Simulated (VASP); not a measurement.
# P (R-3m) in VASP: further runs

The runs below take P through single point, with r2SCAN.

All numbers are computed with VASP 6.6.1; they aren't measurements. Logs are shortened: lines on timing, memory, paths and dates and some standing lists are left out, and cuts for length are marked.

**1. The cell of the first run**

The structure is trigonal, space group R-3m (No. 166). Conventional cell: a = 3.348 Å, b = 3.348 Å, c = 9.530 Å, α = 90.00°, β = 90.00°, γ = 120.00°. Within 3.0 Å of P (site symmetry 3m) lie 6 P at 2.25 to 2.80 Å.

**2. Single point, r2SCAN (strain -0.030 along x and y, +0.015 along z)**

Contents of POSCAR:

```
P
1.0
    1.6739534227      0.9664574592      3.1766252123
   -1.6739534227      0.9664574592      3.1766252123
    0.0000000000     -1.9329149184      3.1766252123
P
2
Direct
    0.2270802500      0.2270802500      0.2270802500
    0.7729197500      0.7729197500      0.7729197500
```

Contents of INCAR.step1:

```
  PREC = Accurate
  ENCUT = 520
  ISMEAR = 0
  SIGMA = 0.15
  LREAL = F
  LASPH = T
  NELM = 80
  NBANDS = 12
  GGA = PE
  ALGO = Normal
  EDIFF = 1E-4
  LWAVE = T
  LCHARG = F
```

Contents of INCAR.step2:

```
  PREC = Accurate
  ENCUT = 520
  EDIFF = 1E-7
  ISMEAR = 0
  SIGMA = 0.15
  LREAL = F
  LASPH = T
  NELM = 80
  ALGO = Normal
  ISIF = 2
  LWAVE = F
  LCHARG = F
  METAGGA = R2SCAN
  LMIXTAU = T
  NBANDS = 12
  ISTART = 1
```

Contents of KPOINTS:

```
regular mesh
0
Gamma
  18 18 18
```

Potentials or basis: VASP PAW PBE potentials, release 64 (P).

Command:

```sh
$ cat potpaw_PBE.64/P/POTCAR > POTCAR
$ cp INCAR.step1 INCAR
$ mpirun -np 1 vasp_std > vasp.out
$ cp INCAR.step2 INCAR
$ mpirun -np 1 vasp_std > vasp.out
```

OUTCAR:

```text
PREC = Accurate
   ENCUT = 520
   EDIFF = 1E-7
   ISMEAR = 0
   LREAL = F
   LASPH = T
   NELM = 80
   ISIF = 2
   METAGGA = R2SCAN
   ISTART = 1

 ion  position               nearest neighbor table
   1  0.227  0.227  0.227-   2 2.25   2 2.25   2 2.25   2 2.80   2 2.80   2 2.80
   2  0.773  0.773  0.773-   1 2.25   1 2.25   1 2.25   1 2.80   1 2.80   1 2.80

  LATTYP: Found a trigonal (rhomboedric) cell.
 ALAT       =     3.7184819243
 COS(alpha) =     0.5946918043

  Lattice vectors:

 A1 = (   1.6739534227,   0.9664574592,   3.1766252123)
 A2 = (  -1.6739534227,   0.9664574592,   3.1766252123)
 A3 = (   0.0000000000,  -1.9329149184,   3.1766252123)

Analysis of symmetry for initial positions (statically):
=====================================================================
 Subroutine PRICEL returns:
 Original cell was already a primitive cell.

 Routine SETGRP: Setting up the symmetry group for a
 trigonal (rhombohedral) supercell.

 Subroutine GETGRP returns: Found 12 space group operations
 (whereof 12 operations were pure point group operations)
 out of a pool of 12 trial point group operations.

The static configuration has the point symmetry D_3d.

Analysis of symmetry for dynamics (positions and initial velocities):
=====================================================================
 Subroutine PRICEL returns:
 Original cell was already a primitive cell.

 Routine SETGRP: Setting up the symmetry group for a
 trigonal (rhombohedral) supercell.

 Subroutine GETGRP returns: Found 12 space group operations
 (whereof 12 operations were pure point group operations)
 out of a pool of 12 trial point group operations.

The dynamic configuration has the point symmetry D_3d.

 Subroutine INISYM returns: Found 12 space group operations
 (whereof 12 operations are pure point group operations),
 and found     1 'primitive' translations

----------------------------------------------------------------------------------------

                                     Primitive cell

  volume of cell :      30.8350

  direct lattice vectors                    reciprocal lattice vectors
     1.673953423  0.966457459  3.176625212     0.298694093  0.172451115  0.104933164
    -1.673953423  0.966457459  3.176625212    -0.298694093  0.172451115  0.104933164
     0.000000000 -1.932914918  3.176625212     0.000000000 -0.344902230  0.104933164

  length of vectors
     3.718481924  3.718481924  3.718481924     0.360511466  0.360511466  0.360511466

  position of ions in fractional coordinates (direct lattice)
     0.227080250  0.227080250  0.227080250
     0.772919750  0.772919750  0.772919750

  ion indices of the primitive-cell ions
   primitive index   ion index
                 1           1
                 2           2

----------------------------------------------------------------------------------------

 KPOINTS: regular mesh

Automatic generation of k-mesh.
 Grid dimensions read from file:
 generate k-points for:   18   18   18

 Generating k-lattice:

  Cartesian coordinates                     Fractional coordinates (reciprocal lattice)
     0.016594116  0.009580618  0.005829620     0.055555556  0.000000000  0.000000000
    -0.016594116  0.009580618  0.005829620     0.000000000  0.055555556  0.000000000
     0.000000000 -0.019161235  0.005829620     0.000000000  0.000000000  0.055555556

  Length of vectors
     0.020028415  0.020028415  0.020028415

  Shift w.r.t. Gamma in fractional coordinates (k-lattice)
     0.000000000  0.000000000  0.000000000

 Subroutine IBZKPT returns following result:
 ===========================================

 Found    580 irreducible k-points:

 Following reciprocal coordinates:
            Coordinates               Weight
  0.000000  0.000000  0.000000      1.000000
  0.055556  0.000000  0.000000      6.000000
  0.111111  0.000000  0.000000      6.000000
  0.166667  0.000000  0.000000      6.000000
  0.222222 -0.000000  0.000000      6.000000
  0.277778 -0.000000  0.000000      6.000000
[... 16 lines left out ...]
[... 39 lines left out ...]

 number of electron      10.0000000 magnetization

 Free energy of the ion-electron system (eV)
  ---------------------------------------------------
  ext. energy  EPLUGINS =         0.00000000
  ---------------------------------------------------
  free energy    TOTEN  =       -17.72763509 eV

  energy without entropy =      -17.72388599  energy(sigma->0) =      -17.72576054

 E-fermi :   9.6847     XC(G=0): -11.5027

 val. band max:        9.6820739370   @ k =   0.3333   0.2222   0.1667
 cond. band min:       9.6892310877   @ k =   0.5000   0.4444   0.4444
 fundamental gap:      0.0071571508
 Fermi energy:         9.6846759779

 k-point     1 :       0.0000    0.0000    0.0000
  band No.  band energies     occupation
      1      -8.2825      2.00000
      2       5.6099      2.00000
      3       5.8939      2.00000
      4       6.6257      2.00000
      5       6.6257      2.00000
      6      11.4505      0.00000
      7      12.5183      0.00000
      8      12.5183      0.00000
      9      16.0280      0.00000
     10      16.0280      0.00000
     11      17.2703      0.00000
     12      17.2703      0.00000

 k-point     2 :       0.0556    0.0000    0.0000
  band No.  band energies     occupation
      1      -8.2268      2.00000
      2       5.1932      2.00000
      3       5.8770      2.00000
      4       6.5694      2.00000
      5       6.7564      2.00000
      6      11.6900      0.00000
      7      12.5078      0.00000
      8      12.5401      0.00000
      9      15.5648      0.00000
     10      15.6424      0.00000
     11      16.5268      0.00000
     12      17.8974      0.00000

 k-point     3 :       0.1111    0.0000    0.0000
  band No.  band energies     occupation
      1      -8.0598      2.00000
      2       4.3107      2.00000
      3       5.6884      2.00000
      4       6.4176      2.00000
      5       7.0969      2.00000
      6      11.8861      0.00000
      7      12.4979      0.00000
      8      12.7338      0.00000
      9      14.6917      0.00000
     10      15.3166      0.00000
     11      16.0950      0.00000
     12      19.0368      0.00000
[... 286 lines left out ...]
 k-point    23 :      -0.2778    0.0556    0.0000
  band No.  band energies     occupation
      1      -6.6405      2.00000
      2       0.2745      2.00000
      3       5.1843      2.00000
      4       5.8900      2.00000
      5       7.9625      2.00000
      6      10.3618      0.00000
      7      10.6911      0.00000
      8      11.8076      0.00000
      9      15.7495      0.00000
     10      16.8337      0.00000
     11      18.8808      0.00000
     12      23.0007      0.00000

 k-point    24 :      -0.2222    0.0556   -0.0000
  band No.  band energies     occupation
      1      -7.1716      2.00000
      2       1.4899      2.00000
      3       5.3499      2.00000
      4       5.9533      2.00000
      5       7.6817      2.00000
      6      10.9875      0.00000
      7      11.1976      0.00000
      8      12.0880      0.00000
      9      15.3744      0.00000
     10      15.9882      0.00000
     11      17.5881      0.00000
     12      21.5657      0.00000

 [... further k-points ...]
[... 5 lines left out ...]
  --------------------------------------------------------------------------------------
  -------------------------------------------------------------------------------------
  Total        1.6026657      1.6026657      0.3783211     -0.0000000     -0.0000000     -0.0000000
  in kB       83.2741430     83.2741430     19.6574801     -0.0000000     -0.0000000     -0.0000000
  external PRESSURE =      62.0685887 kB  Pullay stress =       0.0000000 kB

 VOLUME and BASIS-vectors are now :
 -----------------------------------------------------------------------------
  energy-cutoff  :      520.00
  volume of cell :       30.83
      direct lattice vectors                 reciprocal lattice vectors
     1.673953423  0.966457459  3.176625212     0.298694093  0.172451115  0.104933164
    -1.673953423  0.966457459  3.176625212    -0.298694093  0.172451115  0.104933164
     0.000000000 -1.932914918  3.176625212     0.000000000 -0.344902230  0.104933164

 POSITION                                       TOTAL-FORCE (eV/Angst)
 -----------------------------------------------------------------------------------
      0.00000      0.00000      2.16405         0.000000     -0.000000      0.167048
      0.00000      0.00000      7.36583         0.000000      0.000000     -0.167048
 -----------------------------------------------------------------------------------
    total drift:                                0.000000     -0.000000     -0.000000

  FREE ENERGIE OF THE ION-ELECTRON SYSTEM (eV)
  ---------------------------------------------------
  free  energy   TOTEN  =       -17.7276350934 eV

  energy  without entropy=      -17.7238859862  energy(sigma->0) =      -17.72576054
```

It took 25 min on 1 thread of Oxide Virtual Turin-like, shared host; peak memory 0.25 GiB.

What came out:

- Free energy: -17.7276 eV
- Pressure: 6.2 GPa
- Largest force: 0.167 eV/Å
- Band gap on the k mesh: zero (bands 5 and 6 overlap by 1.22 eV)

Forces in eV/Å, atoms in the order of the input:
```
P    0.000  0.000  0.167
P    0.000  0.000 -0.167
```

Caveat: the cell differs from its parent crystal (strain -0.030 along x and y, +0.015 along z); the cell stands under pressure; the PAW data sets were made with another functional, which shifts forces and pressure a little.

**3. Single point, r2SCAN (strain -0.015 along x and y, -0.015 along z)**

Contents of POSCAR:

```
P
1.0
    1.6998393003      0.9814026776      3.0827348119
   -1.6998393003      0.9814026776      3.0827348119
    0.0000000000     -1.9628053552      3.0827348119
P
2
Direct
    0.2270802500      0.2270802500      0.2270802500
    0.7729197500      0.7729197500      0.7729197500
```

Contents of INCAR.step1:

```
SYSTEM = P
ALGO     = Normal         ! electronic algorithm
EDIFF    = 1E-4           ! SCF threshold, eV
ENCUT    = 520            ! plane-wave cutoff, eV
GGA      = PE             ! functional
ISMEAR   = 0              ! smearing method
LASPH    = .True.         ! aspherical terms in the spheres
LCHARG   = .False.        ! write CHGCAR
LREAL    = .False.        ! projectors in reciprocal space
LWAVE    = .True.         ! write WAVECAR
NBANDS   = 12             ! bands
NELM     = 100            ! most SCF steps
PREC     = Accurate       ! precision mode
SIGMA    = 0.15           ! smearing width, eV
```

Contents of INCAR.step2:

```
SYSTEM = P
ALGO     = Normal         ! electronic algorithm
EDIFF    = 1E-7           ! SCF threshold, eV
ENCUT    = 520            ! plane-wave cutoff, eV
ISIF     = 2              ! what is computed and relaxed
ISMEAR   = 0              ! smearing method
ISTART   = 1            
LASPH    = .True.         ! aspherical terms in the spheres
LCHARG   = .False.        ! write CHGCAR
LMIXTAU  = .True.       
LREAL    = .False.        ! projectors in reciprocal space
LWAVE    = .False.        ! write WAVECAR
METAGGA  = R2SCAN         ! meta-GGA
NBANDS   = 12             ! bands
NELM     = 100            ! most SCF steps
PREC     = Accurate       ! precision mode
SIGMA    = 0.15           ! smearing width, eV
```

Contents of KPOINTS:

```
k-points
0
Gamma
  18 18 18
  0 0 0
```

Potentials or basis: VASP PAW PBE potentials, release 64 (P).

Command:

```sh
$ cat potpaw_PBE.64/P/POTCAR > POTCAR
$ cp INCAR.step1 INCAR
$ mpirun -np 1 vasp_std > vasp.out
$ cp INCAR.step2 INCAR
$ mpirun -np 1 vasp_std > vasp.out
```

It took 17 min on 1 thread of Oxide Virtual Turin-like, shared host; peak memory 0.25 GiB.

Results (log left out):

| Property | Result |
| --- | --- |
| Free energy | -17.7548 eV |
| Pressure | 4.7 GPa |
| Largest force | 0.302 eV/Å |
| Band gap on the k mesh | zero (bands 5 and 6 overlap by 0.93 eV) |

Forces in eV/Å, atoms in the order of the input:
```
P    0.000  0.000  0.302
P    0.000  0.000 -0.302
```

Stress tensor (GPa, compression positive):
```
5.55 0.00 0.00
0.00 5.55 0.00
0.00 0.00 2.91
```

Levels at points of the mesh, in eV from the Fermi level:
```csv
k point,band 3,band 4,band 5,band 6,band 7,band 8
"(0.00, 0.00, 0.00)",-3.41,-3.37,-3.37,1.46,2.73,2.73
"(0.50, 0.00, 0.00)",-4.42,-3.88,-0.95,-0.06,0.31,0.40
"(0.50, 0.50, 0.00)",-7.36,-6.13,-6.09,-0.08,6.76,8.25
"(0.50, 0.50, 0.50)",-3.29,-3.29,-0.32,-0.32,0.47,2.67
```

Caveat: the cell differs from its parent crystal (strain -0.015 along x and y, -0.015 along z); the cell stands under pressure; the PAW data sets were made with another functional, which shifts forces and pressure a little.

**4. Single point, r2SCAN (strain -0.030 along x and y, +0.030 along z)**

Contents of POSCAR:

```
P
1.0
    1.6739534227      0.9664574592      3.2235704125
   -1.6739534227      0.9664574592      3.2235704125
    0.0000000000     -1.9329149184      3.2235704125
P
2
Direct
    0.2270802500      0.2270802500      0.2270802500
    0.7729197500      0.7729197500      0.7729197500
```

Contents of INCAR.step1:

```
ALGO     = Normal         # electronic algorithm
EDIFF    = 1E-4           # SCF threshold, eV
ENCUT    = 520            # plane-wave cutoff, eV
GGA      = PE             # functional
ISMEAR   = 0              # smearing method
LASPH    = True           # aspherical terms in the spheres
LCHARG   = False          # write CHGCAR
LREAL    = False          # projectors in reciprocal space
LWAVE    = True           # write WAVECAR
NBANDS   = 12             # bands
NELM     = 80             # most SCF steps
PREC     = Accurate       # precision mode
SIGMA    = 0.15           # smearing width, eV
```

Contents of INCAR.step2:

```
ALGO     = Normal         # electronic algorithm
EDIFF    = 1E-7           # SCF threshold, eV
ENCUT    = 520            # plane-wave cutoff, eV
ISIF     = 2              # what is computed and relaxed
ISMEAR   = 0              # smearing method
ISTART   = 1            
LASPH    = True           # aspherical terms in the spheres
LCHARG   = True           # write CHGCAR
LELF     = True           # ELF
LMIXTAU  = True         
LREAL    = False          # projectors in reciprocal space
LVHAR    = True         
LWAVE    = False          # write WAVECAR
METAGGA  = R2SCAN         # meta-GGA
NBANDS   = 12             # bands
NELM     = 80             # most SCF steps
PREC     = Accurate       # precision mode
SIGMA    = 0.15           # smearing width, eV
```

Contents of KPOINTS:

```
k-points
0
Gamma
  18 18 18
```

Command:

```sh
$ cat potpaw_PBE.64/P/POTCAR > POTCAR
$ cp INCAR.step1 INCAR
$ mpirun -np 1 vasp_std > vasp.out
$ cp INCAR.step2 INCAR
$ mpirun -np 1 vasp_std > vasp.out
```

Run time: 16 min. Hardware: 1 thread of Oxide Virtual Turin-like, shared host; peak memory 0.25 GiB.

It converged, with:

| Item | Value |
| --- | --- |
| Free energy | -17.7314 eV |
| Pressure | 5.0 GPa |
| Largest force | 0.018 eV/Å |
| Band gap on the k mesh | zero (bands 5 and 6 overlap by 1.30 eV) |

Forces in eV/Å, atoms in the order of the input:
```
P    0.000  0.000 -0.018
P    0.000  0.000  0.018
```

Stress tensor (GPa, compression positive):
```
7.11 0.00 0.00
0.00 7.11 0.00
0.00 0.00 0.65
```

Levels at points of the mesh, in eV from the Fermi level:
```tsv
k point	band 3	band 4	band 5	band 6	band 7	band 8
(0.00, 0.00, 0.00)	-4.01	-2.93	-2.93	1.85	2.86	2.86
(0.50, 0.00, 0.00)	-4.24	-4.16	-1.00	-0.01	0.02	0.76
(0.50, 0.50, 0.00)	-7.16	-6.08	-5.66	0.19	6.44	8.11
(0.50, 0.50, 0.50)	-2.83	-2.83	0.24	0.24	1.21	3.03
```

Caveat: the cell differs from its parent crystal (strain -0.030 along x and y, +0.030 along z); the cell stands under pressure; the PAW data sets were made with another functional, which shifts forces and pressure a little.

**5. Single point, r2SCAN (strain +0.000 along x and y, -0.015 along z)**

Contents of POSCAR:

```
P
1.0
    1.7257251780      0.9963478961      3.0827348119
   -1.7257251780      0.9963478961      3.0827348119
    0.0000000000     -1.9926957921      3.0827348119
P
2
Direct
    0.2270802500      0.2270802500      0.2270802500
    0.7729197500      0.7729197500      0.7729197500
```

Contents of INCAR.step1:

```
SYSTEM = P
  PREC = Accurate
  ENCUT = 520
  ISMEAR = 0
  SIGMA = 0.15
  LREAL = .FALSE.
  LASPH = .TRUE.
  NELM = 80
  NBANDS = 12
  GGA = PE
  ALGO = Normal
  EDIFF = 1E-4
  LWAVE = .TRUE.
  LCHARG = .FALSE.
```

Contents of INCAR.step2:

```
SYSTEM = P
  PREC = Accurate
  ENCUT = 520
  EDIFF = 1E-6
  ISMEAR = 0
  SIGMA = 0.15
  LREAL = .FALSE.
  LASPH = .TRUE.
  NELM = 80
  ALGO = Normal
  ISIF = 2
  LWAVE = .FALSE.
  LCHARG = .FALSE.
  METAGGA = R2SCAN
  LMIXTAU = .TRUE.
  NBANDS = 12
  ISTART = 1
```

Contents of KPOINTS:

```
regular mesh
0
G
  18 18 18
  0 0 0
```

Command:

```sh
$ cat potpaw_PBE.64/P/POTCAR > POTCAR
$ cp INCAR.step1 INCAR
$ mpirun -np 1 vasp_std > vasp.out
$ cp INCAR.step2 INCAR
$ mpirun -np 1 vasp_std > vasp.out
```

Wall time 21 min (1 thread of AMD EPYC 9755, shared host); peak memory 0.25 GiB.

It converged, with:

| Property | Result |
| --- | --- |
| Free energy | -17.7745 eV |
| Pressure | 1.1 GPa |
| Largest force | 0.147 eV/Å |
| Band gap on the k mesh | zero (bands 5 and 6 overlap by 0.83 eV) |

Forces in eV/Å, atoms in the order of the input:
```
P    0.000  0.000  0.147
P    0.000  0.000 -0.147
```

Stress tensor (GPa, compression positive):
```
1.09 0.00 0.00
0.00 1.09 0.00
0.00 0.00 1.20
```

Levels at points of the mesh, in eV from the Fermi level:
```
           k point  band 2  band 3  band 4  band 5  band 6  band 7  band 8  band 9
(0.00, 0.00, 0.00)   -3.51   -3.40   -3.38   -3.38    1.38    2.72    2.72    6.01
(0.50, 0.00, 0.00)  -12.77   -4.31   -3.67   -0.85   -0.10    0.37    0.40    9.37
(0.50, 0.50, 0.00)  -10.75   -7.27   -6.03   -5.85    0.07    6.59    8.03    9.09
(0.50, 0.50, 0.50)  -11.61   -3.28   -3.28   -0.37   -0.37    0.15    2.42    9.50
```

Caveat: the cell differs from its parent crystal (strain +0.000 along x and y, -0.015 along z); the PAW data sets were made with another functional, which shifts forces and pressure a little.

**6. Overview**

| cell | gap on the mesh (eV) | pressure (GPa) | largest force (eV/Å) |
| --- | --- | --- | --- |
| a = 3.718 Å, angles 53.5°, 2 atoms | none | 6.2 | 0.17 |
| a = 3.655 Å, angles 55.4°, 2 atoms | none | 4.7 | 0.30 |
| a = 3.759 Å, angles 52.9°, 2 atoms | none | 5.0 | 0.02 |
| a = 3.671 Å, angles 56.1°, 2 atoms | none | 1.1 | 0.15 |

Alike in all rows: task single point; level r2SCAN; potentials or basis VASP PAW PBE potentials, release 64 (P); no spin polarisation; k mesh 18 × 18 × 18; cutoff (eV) 520; smearing gaussian 0.15 eV.

Caveats: the PAW data sets were made with another functional, which shifts forces and pressure a little; the cell stands under pressure (at least some runs).

Total energies depend on the potentials used, so only differences within one code and one set of settings carry meaning.
